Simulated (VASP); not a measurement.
Write the native input for VASP 6.6.1 that does the following.

```
Task                   : single point
Functional             : PBEsol
Potentials or basis    : VASP PAW PBE potentials, release 64 (K_sv, Mg, F)
Cutoff                 : 520 eV
k mesh                 : 6 × 6 × 6
Occupations            : gaussian, width 0.05 eV
Spin                   : no spin polarisation
Dipole correction      : no
Further INCAR settings : ALGO = Normal; EDIFF = 1e-07; NBANDS = 24
```

The structure of KMgF3 lies in POSCAR:

```
KMgF3
1.0
    3.9859000000      0.0049823750      0.0000000000
    0.0049823750      3.9859000000      0.0000000000
    0.0000000000      0.0000000000      3.9859000000
K Mg F
1 1 3
Direct
    0.5000000000      0.5000000000      0.5000000000
    0.0000000000      0.0000000000      0.0000000000
    0.5000000000      0.0000000000      0.0000000000
    0.0000000000      0.5000000000      0.0000000000
    0.0000000000      0.0000000000      0.5000000000
```

This cell differs from its parent crystal: strain +0.0025 x Voigt [0, 0, 0, 0, 0, 1].

These files were run (other wordings do the same):

INCAR

```
SYSTEM = KMgF3
PREC = Accurate
ENCUT = 520
EDIFF = 1E-7
ISMEAR = 0
SIGMA = 0.05
LREAL = .FALSE.
LASPH = .TRUE.
NELM = 80
ALGO = Normal
ISIF = 2
LWAVE = .FALSE.
LCHARG = .FALSE.
GGA = PS
NBANDS = 24
```

KPOINTS

```
regular mesh
0
G
  6 6 6
  0 0 0
```

Potentials or basis: VASP PAW PBE potentials, release 64 (K_sv, Mg, F).

Command:

```bash
$ cat potpaw_PBE.64/K_sv/POTCAR potpaw_PBE.64/Mg/POTCAR potpaw_PBE.64/F/POTCAR > POTCAR
$ mpirun -np 1 vasp_std > vasp.out
```

Results of the run:

```yaml
Pressure: -0.1 GPa
Band_gap_on_the_k_mesh: 7.12 eV, indirect (least direct gap 7.44 eV)
```

Caveat: the cell differs from its parent crystal (strain +0.0025 x Voigt [0, 0, 0, 0, 0, 1]); the PAW data sets were made with another functional, which shifts forces and pressure a little.

It took 38 s on 1 thread of Intel(R) Xeon(R) 6975P-C (Granite Rapids) (shared host), peak memory 0.21 GiB.
